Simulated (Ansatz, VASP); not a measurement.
## Hg: VASP beside Ansatz

```xyz
1
Lattice="1.7463 1.0082 2.1479 -1.7463 1.0082 2.1479 0.0000 -2.0165 2.1479" Properties=species:S:1:pos:R:3 pbc="T T T"
Hg   -1.7463    1.0082    2.1479
```

Alike in both runs: task single point; functional LDA; k mesh 11 × 11 × 11; occupations fermi-dirac, width 0.1 eV; no spin polarisation.

|  | VASP | Ansatz |
| --- | --- | --- |
| version | VASP 6.6.1 | Ansatz 0.2.0 |
| potentials or method | VASP PAW LDA potentials, release 64 (Hg_sv_GW), cutoff 500 eV | plane waves (420 eV) with PAW, scalar-relativistic |
| valence electrons in the cell | 20 | 20 |

Ansatz gave:

| Property | Result |
| --- | --- |
| pressure (GPa) | 0.0 |
| traceless stress, the component that is largest in VASP (GPa) | -0.03 |

Problem. Which values does VASP return?

Solution. Pressure (GPa): -1.1; traceless stress, the component that is largest in VASP (GPa): 0.11.

Ansatz warns that its potentials were made for another functional, while VASP's fit it. LDA's correlation is that of Perdew and Zunger in VASP and of Perdew and Wang (1992) in Ansatz.

Spin-orbit coupling is off throughout.
